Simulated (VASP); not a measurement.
# Ti (P6/mmm) in VASP: a series of runs

Aim: see how the results for Ti move with the level of theory and the settings. Levels: PBE, PBE+D3(BJ), PBE+D4. Tasks: single point.

Program: VASP 6.6.1. These are calculated values, not measurements. Logs are shortened: lines on timing, memory, paths and dates and some standing lists are left out, and cuts for length are marked.

## 1. The cell of the first run

Symmetry: P6/mmm, No. 191, hexagonal system. The conventional cell has a = 4.580 Å, b = 4.580 Å, c = 2.831 Å, α = 90.00°, β = 90.00°, γ = 120.00°. Ti (site symmetry -6m2) has 11 Ti at 2.64 to 3.00 Å within 3.5 Å. Within 3.7 Å of Ti (site symmetry 6/mmm) lie 14 Ti at 2.83 to 3.00 Å.

## 2. Single point, PBE

Input file INCAR:

```
ALGO = Normal
EDIFF = 1E-7
ENCUT = 520
GGA = PE
ISIF = 2
ISMEAR = -1
LASPH = True
LCHARG = False
LREAL = False
LWAVE = False
NBANDS = 25
NELM = 100
PREC = Accurate
SIGMA = 0.05
```

Input file KPOINTS:

```
k-points
0
Gamma
  7 7 9
```

Input file POSCAR:

```
Ti
1.0
    4.5796566113      0.0000000000      0.0000000000
   -2.2898283056      3.9660989660      0.0000000000
    0.0000000000      0.0000000000      2.8314517146
Ti
3
Direct
    0.6666666667      0.3333333333      0.5000000000
    0.3333333333      0.6666666667      0.5000000000
    0.0000000000      0.0000000000      0.0000000000
```

Potentials or basis: VASP PAW PBE potentials, release 64 (Ti_sv).

Run with:

```bash
$ cat potpaw_PBE.64/Ti_sv/POTCAR > POTCAR
$ mpirun -np 1 vasp_std > vasp.out
```

OUTCAR:

```text
EDIFF = 1E-7
   ENCUT = 520
   GGA = PE
   ISIF = 2
   ISMEAR = -1
   LASPH = True
   LREAL = False
   NELM = 100
   PREC = Accurate

 ion  position               nearest neighbor table
   1  0.667  0.333  0.500-   2 2.64   2 2.64   2 2.64
   2  0.333  0.667  0.500-   1 2.64   1 2.64   1 2.64
   3  0.000  0.000  0.000-

  LATTYP: Found a hexagonal cell.
 ALAT       =     4.5796566113
 C/A-ratio  =     0.6182672534

  Lattice vectors:

 A1 = (   4.5796566113,   0.0000000000,   0.0000000000)
 A2 = (  -2.2898283056,   3.9660989660,   0.0000000000)
 A3 = (   0.0000000000,   0.0000000000,   2.8314517146)

Analysis of symmetry for initial positions (statically):
=====================================================================
 Subroutine PRICEL returns:
 Original cell was already a primitive cell.

 Routine SETGRP: Setting up the symmetry group for a
 hexagonal supercell.

 Subroutine GETGRP returns: Found 24 space group operations
 (whereof 24 operations were pure point group operations)
 out of a pool of 24 trial point group operations.

The static configuration has the point symmetry D_6h.

Analysis of symmetry for dynamics (positions and initial velocities):
=====================================================================
 Subroutine PRICEL returns:
 Original cell was already a primitive cell.

 Routine SETGRP: Setting up the symmetry group for a
 hexagonal supercell.

 Subroutine GETGRP returns: Found 24 space group operations
 (whereof 24 operations were pure point group operations)
 out of a pool of 24 trial point group operations.

The dynamic configuration has the point symmetry D_6h.

 Subroutine INISYM returns: Found 24 space group operations
 (whereof 24 operations are pure point group operations),
 and found     1 'primitive' translations

----------------------------------------------------------------------------------------

                                     Primitive cell

  volume of cell :      51.4287

  direct lattice vectors                    reciprocal lattice vectors
[... 74 lines left out ...]
   dimension x,y,z NGX =    36 NGY =   36 NGZ =   24
   dimension x,y,z NGXF=    72 NGYF=   72 NGZF=   48
   ions per type =               3
   NGX,Y,Z   is equivalent  to a cutoff of  13.07, 13.07, 14.09 a.u.
   NGXF,Y,Z  is equivalent  to a cutoff of  26.14, 26.14, 28.18 a.u.
 SYSTEM =  unknown system
   PREC   = accura    normal or accurate (medium, high low for compatibility)
   ISTART =      0    job   : 0-new  1-cont  2-samecut
   ICHARG =      2    charge: 1-file 2-atom 10-const
   ISPIN  =      1    spin polarized calculation?
   LNONCOLLINEAR =      F non collinear calculations
   LSORBIT =      F    spin-orbit coupling
   LASPH  =      T    aspherical Exc in radial PAW
   ENCUT  =  520.0 eV  38.22 Ry    6.18 a.u.   8.52  8.52  5.26*2*pi/ulx,y,z
   NELM   =    100;   NELMIN=  2; NELMDL= -5     # of ELM steps
   EDIFF  = 0.1E-06   stopping-criterion for ELM
   LREAL  =      F    real-space projection
   EDIFFG = 0.1E-05   stopping-criterion for IOM
   NSW    =      0    number of steps for IOM
   IBRION =     -1    ionic relax: 0-MD 1-quasi-New 2-CG
   NFREE  =      0    steps in history (QN), initial steepest desc. (CG)
   ISIF   =      2    stress and relaxation
   ISYM   =      2    0-nonsym 1-usesym 2-fastsym
   POTIM  = 0.5000    time-step for ionic-motion
   TEBEG  =    0.0;   TEEND  =   0.0 temperature during run
   PSTRESS=    0.0 pullay stress
   NELECT =      36.0000    total number of electrons
   NUPDOWN=      -1.0000    fix difference up-down
   EMIN   =  10.00;   EMAX   =-10.00  energy-range for DOS
   EFERMI =   0.00;   METHOD = LEGACY
   ISMEAR =    -1;   SIGMA  =   0.05  broadening in eV -4-tet -1-fermi 0-gaus
   EFERMI_NEDOS =   21; number of points for ismear=-14 and -15
   IALGO  =     38    algorithm
   IMIX   =      4    mixing-type and parameters
     AMIX     =   0.40;   BMIX     =  1.00
     AMIX_MAG =   1.60;   BMIX_MAG =  1.00
  volume/ion in A,a.u.               =      17.14       115.69
  Fermi-wavevector in a.u.,A,eV,Ry     =   1.453585  2.746878 28.747880  2.112910
  Thomas-Fermi vector in A             =   2.570835
   LORBIT       =      0    0 simple, 1 ext, 2 COOP (PROOUT), +10 PAW based schemes
   GGA     = PE    functional components
   LHFCALC =     F    Hartree Fock is set to
   AEXX    =    0.0000 exact exchange contribution
   IVDW    =     0    specifies the selected vdW correction
   LEPSILON=     F    determine dielectric tensor
   LRPA    =     F    only Hartree local field effects (RPA)
 non-spin polarized calculation
  energy-cutoff  :      520.00
  volume of cell :       51.43
 maximum number of plane-waves:      1414
 NGX is ok and might be reduce to    36
   NGX = 17   NGY = 17   NGZ = 11

 number of electron      35.9999985 magnetization

 Free energy of the ion-electron system (eV)
  ---------------------------------------------------
  ext. energy  EPLUGINS =         0.00000000
  ---------------------------------------------------
  free energy    TOTEN  =       -23.53488816 eV

  energy without entropy =      -23.51272397  energy(sigma->0) =      -23.52380607

 E-fermi :   8.3574     XC(G=0): -11.5589

 val. band max:        8.3532714300   @ k =   0.4286   0.1429   0.3333
 cond. band min:       8.3890018382   @ k =   0.2857   0.1429   0.0000
 fundamental gap:      0.0357304082
 Fermi energy:         8.3574117839

 k-point     1 :       0.0000    0.0000    0.0000
  band No.  band energies     occupation
      1     -48.5265      2.00000
      2     -48.2679      2.00000
      3     -48.1056      2.00000
      4     -24.8398      2.00000
      5     -24.8398      2.00000
      6     -24.7304      2.00000
[... 661 lines left out ...]
     24      10.9236      0.00000
     25      10.9425      0.00000

 [... further k-points ...]
[... 5 lines left out ...]
  --------------------------------------------------------------------------------------
  -------------------------------------------------------------------------------------
  Total       -0.0762154     -0.0762154     -0.0864170     -0.0000000      0.0000000      0.0000000
  in kB       -2.3743675     -2.3743675     -2.6921798     -0.0000000      0.0000000      0.0000000
  external PRESSURE =      -2.4803049 kB  Pullay stress =       0.0000000 kB

 VOLUME and BASIS-vectors are now :
 -----------------------------------------------------------------------------
  energy-cutoff  :      520.00
  volume of cell :       51.43
      direct lattice vectors                 reciprocal lattice vectors
     4.579656611  0.000000000  0.000000000     0.218356983  0.126068463  0.000000000
    -2.289828306  3.966098966  0.000000000     0.000000000  0.252136926  0.000000000
     0.000000000  0.000000000  2.831451715     0.000000000  0.000000000  0.353175721

 POSITION                                       TOTAL-FORCE (eV/Angst)
 -----------------------------------------------------------------------------------
      2.28983      1.32203      1.41573        -0.000000      0.000000      0.000000
     -0.00000      2.64407      1.41573         0.000000      0.000000     -0.000000
      0.00000      0.00000      0.00000        -0.000000      0.000000      0.000000
 -----------------------------------------------------------------------------------
    total drift:                                0.000000      0.000000     -0.000000

  FREE ENERGIE OF THE ION-ELECTRON SYSTEM (eV)
  ---------------------------------------------------
  free  energy   TOTEN  =       -23.5348881638 eV

  energy  without entropy=      -23.5127239715  energy(sigma->0) =      -23.52380607
```

stdout:

```text
POSCAR found type information on POSCAR Ti
 POSCAR found :  1 types and       3 ions
 scaLAPACK will be used
 LDA part: xc-table for (Slater+PW92), standard interpolation
 POSCAR, INCAR and KPOINTS ok, starting setup
 FFT: planning ... GRIDC
 FFT: planning ... GRID_SOFT
 FFT: planning ... GRID
 WAVECAR not read
 entering main loop
```

Wall time 36 s (1 thread of AMD EPYC 9R45 (Zen 5), shared host); peak memory 0.16 GiB.

Results:

```yaml
Free_energy: -23.5349 eV
Pressure: -0.2 GPa
Band_gap_on_the_k_mesh: zero (band 18 reaches 8.55 eV, above the bottom of band 19 at 8.29 eV)
```

## 3. Single point, PBE+D3(BJ)

This run uses another cell than the first one, of 16.24 Å³/atom, 0.948 times its volume.

Input file INCAR:

```
SYSTEM = Ti
PREC = Accurate
ENCUT = 520
EDIFF = 1E-6
ISMEAR = -1
SIGMA = 0.05
LREAL = .False.
LASPH = .True.
NELM = 100
ALGO = Normal
ISIF = 2
LWAVE = .False.
LCHARG = .False.
GGA = PE
IVDW = 12
NBANDS = 25
```

Input file KPOINTS:

```
Automatic mesh
0
Gamma
  7 7 9
  0 0 0
```

Input file POSCAR:

```
Ti
1.0
    4.4954701780      0.0000000000      0.0000000000
   -2.2477350890      3.8931913761      0.0000000000
    0.0000000000      0.0000000000      2.7842809221
Ti
3
Direct
    0.6666666667      0.3333333333      0.5000000000
    0.3333333333      0.6666666667      0.5000000000
    0.0000000000      0.0000000000      0.0000000000
```

Potentials or basis: VASP PAW PBE potentials, release 64 (Ti_sv).

Run with:

```bash
$ cat potpaw_PBE.64/Ti_sv/POTCAR > POTCAR
$ mpirun -np 1 vasp_std > vasp.out
```

OUTCAR:

```text
SYSTEM = Ti
   PREC = Accurate
   ENCUT = 520
   EDIFF = 1E-6
   ISMEAR = -1
   LREAL = .False.
   LASPH = .True.
   NELM = 100
   ISIF = 2
   GGA = PE
   IVDW = 12
 IVDW          = 12

 ion  position               nearest neighbor table
   1  0.667  0.333  0.500-   2 2.60   2 2.60   2 2.60
   2  0.333  0.667  0.500-   1 2.60   1 2.60   1 2.60
   3  0.000  0.000  0.000-

  LATTYP: Found a hexagonal cell.
 ALAT       =     4.4954701780
 C/A-ratio  =     0.6193525509

  Lattice vectors:

 A1 = (   4.4954701780,   0.0000000000,   0.0000000000)
 A2 = (  -2.2477350890,   3.8931913761,   0.0000000000)
 A3 = (   0.0000000000,   0.0000000000,   2.7842809221)

Analysis of symmetry for initial positions (statically):
=====================================================================
 Subroutine PRICEL returns:
 Original cell was already a primitive cell.

 Routine SETGRP: Setting up the symmetry group for a
 hexagonal supercell.

 Subroutine GETGRP returns: Found 24 space group operations
 (whereof 24 operations were pure point group operations)
 out of a pool of 24 trial point group operations.

The static configuration has the point symmetry D_6h.

Analysis of symmetry for dynamics (positions and initial velocities):
=====================================================================
 Subroutine PRICEL returns:
 Original cell was already a primitive cell.

 Routine SETGRP: Setting up the symmetry group for a
 hexagonal supercell.

 Subroutine GETGRP returns: Found 24 space group operations
 (whereof 24 operations were pure point group operations)
 out of a pool of 24 trial point group operations.

The dynamic configuration has the point symmetry D_6h.

 Subroutine INISYM returns: Found 24 space group operations
 (whereof 24 operations are pure point group operations),
 and found     1 'primitive' translations

----------------------------------------------------------------------------------------

[... 113 lines left out ...]
     AMIX     =   0.40;   BMIX     =  1.00
     AMIX_MAG =   1.60;   BMIX_MAG =  1.00
  volume/ion in A,a.u.               =      16.24       109.61
  Fermi-wavevector in a.u.,A,eV,Ry     =   1.479941  2.796683 29.799819  2.190225
  Thomas-Fermi vector in A             =   2.594036
   LORBIT       =      0    0 simple, 1 ext, 2 COOP (PROOUT), +10 PAW based schemes
   GGA     = PE    functional components
   LHFCALC =     F    Hartree Fock is set to
   AEXX    =    0.0000 exact exchange contribution
   IVDW    =    12    specifies the selected vdW correction
   LEPSILON=     F    determine dielectric tensor
   LRPA    =     F    only Hartree local field effects (RPA)
 non-spin polarized calculation
  energy-cutoff  :      520.00
  volume of cell :       48.73
 maximum number of plane-waves:      1337
 NGX is ok and might be reduce to    36
   NGX = 17   NGY = 17   NGZ = 11

 number of electron      36.0000012 magnetization

 Free energy of the ion-electron system (eV)
  ---------------------------------------------------
  ext. energy  EPLUGINS =         0.00000000
  ---------------------------------------------------
  free energy    TOTEN  =       -23.48478830 eV

  energy without entropy =      -23.46263408  energy(sigma->0) =      -23.47371119

 E-fermi :   8.9493     XC(G=0): -11.8167

 val. band max:        8.9455607987   @ k =   0.4286   0.1429   0.3333
 cond. band min:       8.9828336751   @ k =   0.4286   0.1429   0.2222
 fundamental gap:      0.0372728763
 Fermi energy:         8.9492928666

 k-point     1 :       0.0000    0.0000    0.0000
  band No.  band energies     occupation
      1     -47.8374      2.00000
      2     -47.5833      2.00000
      3     -47.3907      2.00000
      4     -24.1694      2.00000
      5     -24.1694      2.00000
      6     -24.1000      2.00000
[... 661 lines left out ...]
     24      11.6755      0.00000
     25      11.7097      0.00000

 [... further k-points ...]

------------------------ aborting loop because EDIFF is reached ----------------------------------------

 Edisp (eV)   -1.93439

 E8    (eV) :    -0.9184

  FORCE on cell =-STRESS in cart. coord.  units (eV):
  Direction    XX          YY          ZZ          XY          YZ          ZX
  --------------------------------------------------------------------------------------
  -------------------------------------------------------------------------------------
  Total      -0.09000    -0.09000    -0.09037     0.00000    -0.00000     0.00000
  in kB      -2.95917    -2.95917    -2.97141     0.00000    -0.00000     0.00000
  external pressure =       -2.96 kB  Pullay stress =        0.00 kB

 VOLUME and BASIS-vectors are now :
 -----------------------------------------------------------------------------
  energy-cutoff  :      520.00
  volume of cell :       48.73
      direct lattice vectors                 reciprocal lattice vectors
     4.495470178  0.000000000  0.000000000     0.222446143  0.128429340  0.000000000
    -2.247735089  3.893191376  0.000000000     0.000000000  0.256858681  0.000000000
     0.000000000  0.000000000  2.784280922     0.000000000  0.000000000  0.359159161

 POSITION                                       TOTAL-FORCE (eV/Angst)
 -----------------------------------------------------------------------------------
      2.24774      1.29773      1.39214         0.000000     -0.000000      0.000000
     -0.00000      2.59546      1.39214        -0.000000      0.000000     -0.000000
      0.00000      0.00000      0.00000         0.000000     -0.000000      0.000000
 -----------------------------------------------------------------------------------
    total drift:                                0.000000      0.000000     -0.000000

  FREE ENERGIE OF THE ION-ELECTRON SYSTEM (eV)
  ---------------------------------------------------
  free  energy   TOTEN  =       -25.4191800470 eV

  energy  without entropy=      -25.3970258287  energy(sigma->0) =      -25.40810294
```

It took 55 s on 1 thread of Intel Xeon Platinum 8259CL at 2.50GHz (Skylake/Cascade Lake), shared host; peak memory 0.2 GiB.

Results:

```
Free energy                : -25.4192 eV
Pressure                   : -0.3 GPa
Band gap on the k mesh     : zero (band 18 reaches 9.15 eV, above the bottom of band 19 at 8.85 eV)
Dispersion energy per atom : -0.645 eV
```

Caveat: pairwise dispersion overbinds metals, which lowers pressure and volume.

## 4. Single point, PBE+D4

This run uses another cell than the first one, of 16.86 Å³/atom, 0.983 times its volume.

Input file INCAR:

```
SYSTEM = Ti
PREC = Accurate
ENCUT = 520
EDIFF = 1E-6
ISMEAR = -1
SIGMA = 0.05
LREAL = .False.
LASPH = .True.
NELM = 80
ALGO = Normal
ISIF = 2
LWAVE = .False.
LCHARG = .True.
GGA = PE
IVDW = 13
LELF = .True.
LVHAR = .True.
NBANDS = 25
```

Input file KPOINTS:

```
regular mesh
0
Gamma
  7 7 9
  0 0 0
```

Input file POSCAR:

```
Ti
1.0
    4.5538688273      0.0000000000      0.0000000000
   -2.2769344137      3.9437660899      0.0000000000
    0.0000000000      0.0000000000      2.8158915813
Ti
3
Direct
    0.6666666667      0.3333333333      0.5000000000
    0.3333333333      0.6666666667      0.5000000000
    0.0000000000      0.0000000000      0.0000000000
```

Run with:

```bash
$ cat potpaw_PBE.64/Ti_sv/POTCAR > POTCAR
$ mpirun -np 1 vasp_std > vasp.out
```

It took 52 s on 1 thread of Intel Xeon Platinum 8259CL at 2.50GHz (Skylake/Cascade Lake), shared host; peak memory 0.19 GiB.

It converged, with:

| Item | Value |
| --- | --- |
| Free energy | -24.1536 eV |
| Pressure | -0.3 GPa |
| Band gap on the k mesh | zero (band 18 reaches 8.73 eV, above the bottom of band 19 at 8.46 eV) |
| Dispersion energy per atom | -0.208 eV |

Levels at points of the mesh, in eV from the Fermi level:
| k point | band 14 | band 15 | band 16 | band 17 | band 18 | band 19 | band 20 | band 21 | band 22 | band 23 |
| --- | --- | --- | --- | --- | --- | --- | --- | --- | --- | --- |
| (0.00, 0.00, 0.00) | -1.98 | -0.71 | -0.71 | -0.62 | -0.62 | -0.02 | 0.69 | 1.31 | 1.31 | 1.85 |

Caveat: pairwise dispersion overbinds metals, which lowers pressure and volume.

## 5. Overview

| level | cell | gap on the mesh (eV) | pressure (GPa) |
| --- | --- | --- | --- |
| PBE | a = 4.580, b = 4.580, c = 2.831 Å, angles 90.0, 90.0, 120.0°, 3 atoms | none | -0.2 |
| PBE+D3(BJ) | a = 4.495, b = 4.495, c = 2.784 Å, angles 90.0, 90.0, 120.0°, 3 atoms | none | -0.3 |
| PBE+D4 | a = 4.554, b = 4.554, c = 2.816 Å, angles 90.0, 90.0, 120.0°, 3 atoms | none | -0.3 |

Alike in all rows: task single point; potentials or basis VASP PAW PBE potentials, release 64 (Ti_sv); no spin polarisation; k mesh 7 × 7 × 9; cutoff (eV) 520; smearing fermi-dirac 0.05 eV.

Caveats: pairwise dispersion overbinds metals, which lowers pressure and volume (some runs).

Absolute energies hang on the potentials; compare differences alone.
